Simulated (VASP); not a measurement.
## C: single point with PBE

C:

```
C
1.0
     0.00000    1.82985    1.82985
     1.82985    0.00000    1.82985
     1.82985    1.82985    0.00000
C
2
Direct
  0.00000 0.00000 0.00000
  0.25000 0.25000 0.25000
```

```json
{
  "Program": "VASP 6.6.1",
  "Task": "single point",
  "Functional": "PBE",
  "Potentials or basis": "VASP PAW PBE potentials, release 64 (C)",
  "Cutoff": "600 eV",
  "k mesh": "4 × 4 × 4",
  "Occupations": "gaussian, width 0.01 eV",
  "Spin": "no spin polarisation",
  "Dipole correction": "no",
  "Further INCAR settings": "ALGO = Normal; EDIFF = 1e-06; NBANDS = 11"
}
```

```
Pressure               : -26.8 GPa
Band gap on the k mesh : 4.25 eV, indirect (least direct gap 5.37 eV)
```

Levels at points of the mesh, in eV from the valence-band top:
```
           k point  band 2  band 3  band 4  band 5  band 6  band 7
(0.00, 0.00, 0.00)    0.00    0.00    0.00    5.37    5.37    5.37
(0.50, 0.00, 0.00)  -12.56   -2.61   -2.61    7.82    8.12    8.12
(0.50, 0.50, 0.00)  -12.25   -5.85   -5.85    4.58    4.58   15.66
```

It took 4.7 s on 1 thread of Intel Xeon 8259CL (shared host), peak memory 0.13 GiB.

Caveat: the k points lie up to 0.74 Å⁻¹ apart. A k mesh can miss the band edges.
